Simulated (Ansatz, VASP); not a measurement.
**C in VASP and in Ansatz**

Contents of INCAR:

```
SYSTEM = C
PREC = Accurate ; ENCUT = 1300
EDIFF = 1E-6 ; ISMEAR = -1
SIGMA = 0.05 ; LREAL = .False.
LASPH = .True. ; NELM = 120
ALGO = Normal ; ISIF = 2
LWAVE = .False. ; LCHARG = .False.
GGA = PS ; NBANDS = 11
GGA_COMPAT = .False.
```

File KPOINTS:

```
Automatic mesh
0
Gamma
  13 13 13
  0 0 0
```

File POSCAR:

```
C
1.0
    0.0000000000      1.7769231177      1.7769231177
    1.7769231177      0.0000000000      1.7769231177
    1.7769231177      1.7769231177      0.0000000000
C
2
Direct
    0.5000000000      0.5000000000      0.5000000000
    0.7500000000      0.7500000000      0.7500000000
```

Input for Ansatz:

```yaml
crystal:
  lattice:
    - [0.0, 1.7769231177, 1.7769231177]
    - [1.7769231177, 0.0, 1.7769231177]
    - [1.7769231177, 1.7769231177, 0.0]
  atoms:
    - { symbol: C, position: [0.5, 0.5, 0.5] }
    - { symbol: C, position: [0.75, 0.75, 0.75] }
hamiltonian:
  xc: pbesol
  pseudopotentials:
    kind: paw
    azcp:
      C: "pseudopotentials/C.paw.azcp"
basis:
  ecutwfc: 420
  fft_grid_basis: typed
kpoints:
  mp_grid: { grid: [13, 13, 13], shift: [0, 0, 0] }
magnetization:
  spin_polarized: false
scf:
  occupations: { method: fermi_dirac, width: 0.05 }
  lower_state_search: "off"
output:
  stress: true
```

Alike in both runs: task single point; functional PBEsol; k mesh 13 × 13 × 13; occupations fermi-dirac, width 0.05 eV; no spin polarisation.

```csv
,VASP,Ansatz
version,VASP 6.6.1,Ansatz 0.2.0
potentials or method,"VASP PAW PBE potentials, release 64 (C_h), cutoff 1300 eV","plane waves (420 eV) with PAW, scalar-relativistic"
valence electrons in the cell,8,8
```

Ansatz gave:

```
pressure (GPa) : 0.0
```

What did VASP give for the same quantities?

Pressure (GPa): 0.1.

VASP's potentials were made for PBE, not for PBEsol, and Ansatz warns of the same on its side. With one functional, cell and mesh, what is left measures potentials, basis and numerics.
